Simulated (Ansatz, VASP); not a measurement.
# Two plane-wave programs on BAs

```
B As
1.0
     0.00000    2.40463    2.40463
     2.40463    0.00000    2.40463
     2.40463    2.40463    0.00000
B As
1 1
Direct
  0.00000 0.00000 0.00000
  0.25000 0.25000 0.25000
```

Alike in both runs: functional PBE; k mesh 10 × 10 × 10; occupations gaussian, width 0.02 eV; no spin polarisation.

Ansatz relaxed the structure, and its values are those at the end. VASP's run is a single point on that final structure, the one shown.

|  | VASP | Ansatz |
| --- | --- | --- |
| version | VASP 6.6.1 | Ansatz 0.2.0 |
| potentials or method | VASP PAW PBE potentials, release 64 (B, As), cutoff 500 eV | scalar-relativistic, plane waves, PAW |
| valence electrons in the cell | 8 | 18 |

|  | VASP | Ansatz | Ansatz less VASP |
| --- | --- | --- | --- |
| gap on the k mesh at the Fermi level (eV) | 1.20 | 1.20 | +0.008 |
| least direct gap on the mesh (eV) | 3.25 | 3.26 | +0.005 |
| pressure (GPa) | 0.6 | 0.0 | -0.60 |

With one functional, cell and mesh, what is left measures potentials, basis and numerics. VASP's potentials hold 8 valence electrons a cell and Ansatz's 18, so a difference there can come from the potentials and not from the codes.
